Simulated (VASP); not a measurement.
# MoS2 in VASP: relaxation of the atoms with LDA

Aim: the relaxation of the atoms of MoS2 with LDA.

All numbers are computed with VASP 6.6.1; they aren't measurements. Logs are shortened: lines on timing, memory, paths and dates and some standing lists are left out, and cuts for length are marked.

### Step 1. The cell of the first run

The cell holds a slab with vacuum, 6 atoms: a = 3.155 Å, b = 3.155 Å, c = 28.000 Å, α = 90.00°, β = 90.00°, γ = 120.00°.

### Step 2. Relaxation of the atoms, LDA

INCAR

```
SYSTEM = MoS2
ALGO = Normal ; EDIFF = 1E-6
EDIFFG = -5E-4 ; ENCUT = 520
IBRION = 2 ; ISIF = 2
ISMEAR = 0 ; KPAR = 2
LASPH = .TRUE. ; LCHARG = .FALSE.
LREAL = .FALSE. ; LWAVE = .FALSE.
NELM = 100 ; NSW = 80
PREC = Accurate ; SIGMA = 0.01
```

KPOINTS

```
k-points
0
G
  12 12 1
  0 0 0
```

POSCAR

```
MoS2
1.0
    3.1550000000      0.0000000000      0.0000000000
   -1.5775000000      2.7323101489      0.0000000000
    0.0000000000      0.0000000000     28.0000000000
Mo S
2 4
Direct
    0.3333333333      0.6666666667      0.3901785714
    0.6666666667      0.3333333333      0.6098214286
    0.6666666667      0.3333333333      0.4460714286
    0.6666666667      0.3333333333      0.3342857143
    0.0000000000      0.0000000000      0.6657142857
    0.0000000000      0.0000000000      0.5539285714
```

Potentials or basis: VASP PAW LDA potentials, release 64 (Mo_sv, S).

Run with:

```sh
> cat potpaw_LDA.64/Mo_sv/POTCAR potpaw_LDA.64/S/POTCAR > POTCAR
> mpirun -np 2 vasp_std > vasp.out
```

OUTCAR:

```text
SYSTEM = MoS2
   EDIFF = 1E-6
   EDIFFG = -5E-4
   ENCUT = 520
   IBRION = 2
   ISIF = 2
   ISMEAR = 0
   LASPH = .TRUE.
   LREAL = .FALSE.
   NELM = 100
   NSW = 80
   PREC = Accurate

 ion  position               nearest neighbor table
   1  0.333  0.667  0.390-   4 2.40   4 2.40   4 2.40   3 2.40   3 2.40   3 2.40
   2  0.667  0.333  0.610-   5 2.40   5 2.40   5 2.40   6 2.40   6 2.40   6 2.40
   3  0.667  0.333  0.446-   1 2.40   1 2.40   1 2.40
   4  0.667  0.333  0.334-   1 2.40   1 2.40   1 2.40
   5  0.000  0.000  0.666-   2 2.40   2 2.40   2 2.40
   6  0.000  0.000  0.554-   2 2.40   2 2.40   2 2.40

  LATTYP: Found a hexagonal cell.
 ALAT       =     3.1550000000
 C/A-ratio  =     8.8748019017

  Lattice vectors:

 A1 = (   3.1550000000,   0.0000000000,   0.0000000000)
 A2 = (  -1.5775000000,   2.7323101489,   0.0000000000)
 A3 = (   0.0000000000,   0.0000000000,  28.0000000000)

Analysis of symmetry for initial positions (statically):
=====================================================================
 Subroutine PRICEL returns:
 Original cell was already a primitive cell.

 Routine SETGRP: Setting up the symmetry group for a
 hexagonal supercell.

 Subroutine GETGRP returns: Found  6 space group operations
 (whereof  6 operations were pure point group operations)
 out of a pool of 24 trial point group operations.

The static configuration has the point symmetry C_3v.

Analysis of symmetry for dynamics (positions and initial velocities):
=====================================================================
 Subroutine PRICEL returns:
 Original cell was already a primitive cell.

 Routine SETGRP: Setting up the symmetry group for a
 hexagonal supercell.

 Subroutine GETGRP returns: Found  6 space group operations
 (whereof  6 operations were pure point group operations)
 out of a pool of 24 trial point group operations.

The dynamic configuration has the point symmetry C_3v.

 Subroutine INISYM returns: Found  6 space group operations
 (whereof  6 operations are pure point group operations),
 and found     1 'primitive' translations

----------------------------------------------------------------------------------------

                                     Primitive cell

  volume of cell :     241.3723

  direct lattice vectors                    reciprocal lattice vectors
     3.155000000  0.000000000  0.000000000     0.316957211  0.182995331  0.000000000
    -1.577500000  2.732310149  0.000000000     0.000000000  0.365990662  0.000000000
     0.000000000  0.000000000 28.000000000     0.000000000  0.000000000  0.035714286

[... 91 lines left out ...]
   ISIF   =      2    stress and relaxation
   ISYM   =      2    0-nonsym 1-usesym 2-fastsym
   POTIM  = 0.5000    time-step for ionic-motion
   TEBEG  =    0.0;   TEEND  =   0.0 temperature during run
   PSTRESS=    0.0 pullay stress
   NELECT =      52.0000    total number of electrons
   NUPDOWN=      -1.0000    fix difference up-down
   EMIN   =  10.00;   EMAX   =-10.00  energy-range for DOS
   EFERMI =   0.00;   METHOD = LEGACY
   ISMEAR =     0;   SIGMA  =   0.01  broadening in eV -4-tet -1-fermi 0-gaus
   EFERMI_NEDOS =   21; number of points for ismear=-14 and -15
   IALGO  =     38    algorithm
   IMIX   =      4    mixing-type and parameters
     AMIX     =   0.40;   BMIX     =  1.00
     AMIX_MAG =   1.60;   BMIX_MAG =  1.00
  volume/ion in A,a.u.               =      40.23       271.48
  Fermi-wavevector in a.u.,A,eV,Ry     =   0.981402  1.854580 13.104442  0.963149
  Thomas-Fermi vector in A             =   2.112406
   LORBIT       =      0    0 simple, 1 ext, 2 COOP (PROOUT), +10 PAW based schemes
   GGA     = CA    functional components
   LHFCALC =     F    Hartree Fock is set to
   AEXX    =    0.0000 exact exchange contribution
   IVDW    =     0    specifies the selected vdW correction
   LEPSILON=     F    determine dielectric tensor
   LRPA    =     F    only Hartree local field effects (RPA)
 conjugate gradient relaxation of ions
 non-spin polarized calculation
 Gauss-broadening in eV      SIGMA  =   0.01
  energy-cutoff  :      520.00
  volume of cell :      241.37
 maximum number of plane-waves:      6536
 NGX is ok and might be reduce to    24
   NGX = 11   NGY = 11   NGZ =105

--------------------------------------- Ionic step        1  -------------------------------------------

 number of electron      52.0000002 magnetization

 Free energy of the ion-electron system (eV)
  ---------------------------------------------------
  ext. energy  EPLUGINS =         0.00000000
  ---------------------------------------------------
  free energy    TOTEN  =       -48.80259863 eV

  energy without entropy =      -48.80259863  energy(sigma->0) =      -48.80259863

------------------------ aborting loop because EDIFF is reached ----------------------------------------

  FORCE on cell =-STRESS in cart. coord.  units (eV):
  Direction    XX          YY          ZZ          XY          YZ          ZX
  --------------------------------------------------------------------------------------
  -------------------------------------------------------------------------------------
  Total       -2.8440712     -2.8440712     -2.9785294      0.0000000      0.0000000      0.0000000
  in kB      -18.8783339    -18.8783339    -19.7708384      0.0000000      0.0000000      0.0000000
  external PRESSURE =     -19.1758354 kB  Pullay stress =       0.0000000 kB
[... 101 lines left out ...]
  FREE ENERGIE OF THE ION-ELECTRON SYSTEM (eV)
  ---------------------------------------------------
  free  energy   TOTEN  =       -48.8209554468 eV

  energy  without entropy=      -48.8209554468  energy(sigma->0) =      -48.82095545

[... ionic steps 4 to 45 ...]

--------------------------------------- Ionic step       46  -------------------------------------------

 number of electron      51.9999997 magnetization

------------------------ aborting loop because EDIFF is reached ----------------------------------------
[... 75 lines left out ...]
--------------------------------------- Ionic step       48  -------------------------------------------

 number of electron      51.9999997 magnetization

 Free energy of the ion-electron system (eV)
  ---------------------------------------------------
  ext. energy  EPLUGINS =         0.00000000
  ---------------------------------------------------
  free energy    TOTEN  =       -48.82734577 eV

  energy without entropy =      -48.82734577  energy(sigma->0) =      -48.82734577

 E-fermi :   0.3059     XC(G=0):  -5.2200

 val. band max:        0.1946601798   @ k =   0.0000   0.0000   0.0000
 cond. band min:       1.1840474984   @ k =   0.3333   0.3333   0.0000
 fundamental gap:      0.9893873185
 Fermi energy:         0.3058921182

 k-point     1 :       0.0000    0.0000    0.0000
  band No.  band energies     occupation
      1     -60.9668      2.00000
      2     -60.8859      2.00000
      3     -35.3385      2.00000
      4     -35.2579      2.00000
      5     -35.0884      2.00000
      6     -35.0884      2.00000
[... 668 lines left out ...]
  FREE ENERGIE OF THE ION-ELECTRON SYSTEM (eV)
  ---------------------------------------------------
  free  energy   TOTEN  =       -48.8273457700 eV

  energy  without entropy=      -48.8273457700  energy(sigma->0) =      -48.82734577

 reached required accuracy - stopping structural energy minimisation
```

OSZICAR:

```text
N       E                     dE             d eps       ncg     rms          rms(c)
DAV:   1     0.465983730688E+03    0.46598E+03   -0.27524E+04  1450   0.142E+03
DAV:   2    -0.185126437882E+02   -0.48450E+03   -0.47567E+03  1529   0.353E+02
DAV:   3    -0.506846545656E+02   -0.32172E+02   -0.31854E+02  1437   0.844E+01
[... 293 lines left out ...]
DAV:   1    -0.488273457595E+02   -0.52187E-07   -0.14762E-06   741   0.995E-03    0.534E-04
DAV:   2    -0.488273457680E+02   -0.84756E-08   -0.10487E-07   589   0.202E-03
  47 F= -.48827346E+02 E0= -.48827346E+02  d E =-.277450E-07
       N       E                     dE             d eps       ncg     rms          rms(c)
DAV:   1    -0.488273457683E+02   -0.87575E-08   -0.28868E-07   589   0.456E-03    0.232E-04
DAV:   2    -0.488273457700E+02   -0.17480E-08   -0.24636E-08   589   0.969E-04
  48 F= -.48827346E+02 E0= -.48827346E+02  d E =-.297750E-07
```

Wall time 12 min (2 MPI ranks of AMD EPYC 9R14 (Zen 4), shared host); peak memory 0.31 GiB.

Results:

```yaml
Free_energy: -48.8273 eV
Energy_gained_by_relaxing: 4.1 meV/atom
Ionic_steps: 48
Band_gap_on_the_k_mesh: 0.99 eV (least direct gap 1.65 eV)
```

Step by step:
```csv
step,energy change (eV),largest force (eV/Å),pressure (GPa)
1,0.0000,0.4561,-1.92
3,-0.0184,0.0871,-0.96
5,-0.0185,0.0306,-0.95
7,-0.0190,0.0292,-0.96
9,-0.0210,0.0323,-0.95
11,-0.0243,0.0841,-0.94
13,-0.0246,0.0335,-0.85
15,-0.0246,0.0198,-0.83
17,-0.0246,0.0092,-0.80
19,-0.0246,0.0057,-0.80
21,-0.0246,0.0119,-0.81
23,-0.0246,0.0180,-0.81
25,-0.0247,0.0234,-0.82
27,-0.0247,0.0213,-0.82
29,-0.0247,0.0169,-0.83
31,-0.0247,0.0274,-0.86
33,-0.0247,0.0098,-0.84
35,-0.0247,0.0098,-0.83
37,-0.0247,0.0029,-0.83
39,-0.0247,0.0015,-0.83
41,-0.0247,0.0013,-0.83
43,-0.0247,0.0010,-0.83
45,-0.0247,0.0013,-0.83
47,-0.0247,0.0006,-0.83
48,-0.0247,0.0004,-0.83
```

Final structure:
```
Mo S
1.0
     3.15500    0.00000    0.00000
    -1.57750    2.73231    0.00000
     0.00000    0.00000   28.00000
Mo S
2 4
Direct
  0.33333 0.66667 0.39361
  0.66667 0.33333 0.60642
  0.66667 0.33333 0.44870
  0.66667 0.33333 0.33855
  0.00000 0.00000 0.66144
  0.00000 0.00000 0.55129
```

Caveat: there is no dipole correction, which matters where the two faces differ.
